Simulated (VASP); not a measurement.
Set up this calculation in VASP 6.6.1, as the native input.

- Task: single point
- Functional: PBE
- Potentials or basis: VASP PAW PBE potentials, release 64 (B, N)
- Cutoff: 520 eV
- k mesh: 13 × 13 × 5
- Occupations: fermi-dirac, width 0.02 eV
- Spin: no spin polarisation
- Dipole correction: no
- Further INCAR settings: ALGO = Normal; EDIFF = 1e-06; NBANDS = 16

The structure of BN lies in POSCAR:

```
BN
1.0
    2.5400000000      0.0000000000      0.0000000000
   -1.2700000000      2.1997045256      0.0000000000
    0.0000000000      0.0000000000      6.5980000000
B N
2 2
Direct
    0.3333333333      0.6666666667      0.2500000000
    0.6666666667      0.3333333333      0.7500000000
    0.3333333333      0.6666666667      0.7500000000
    0.6666666667      0.3333333333      0.2500000000
```

These files were run (other wordings do the same):

INCAR

```
SYSTEM = BN
ALGO = Normal
EDIFF = 1E-6
ENCUT = 520
GGA = PE
ISIF = 2
ISMEAR = -1
LASPH = .TRUE.
LCHARG = .FALSE.
LREAL = .FALSE.
LWAVE = .FALSE.
NBANDS = 16
NELM = 100
PREC = Accurate
SIGMA = 0.02
```

KPOINTS

```
k-points
0
G
  13 13 5
  0 0 0
```

Potentials or basis: VASP PAW PBE potentials, release 64 (B, N).

Command:

```bash
$ cat potpaw_PBE.64/B/POTCAR potpaw_PBE.64/N/POTCAR > POTCAR
$ mpirun -np 1 vasp_std > vasp.out
```

It gave:

The pressure is -6.4 GPa and the band gap on the k mesh is 4.21 eV, indirect (least direct gap 4.55 eV).

Caveat: this functional lacks dispersion, which binds the layers, so the pressure and a relaxed spacing across them are unreliable.

Run time: 41 s on 1 thread of Intel(R) Xeon(R) Platinum 8375C CPU @ 2.90GHz (Ice Lake), with other jobs on the host, peak memory 0.16 GiB.
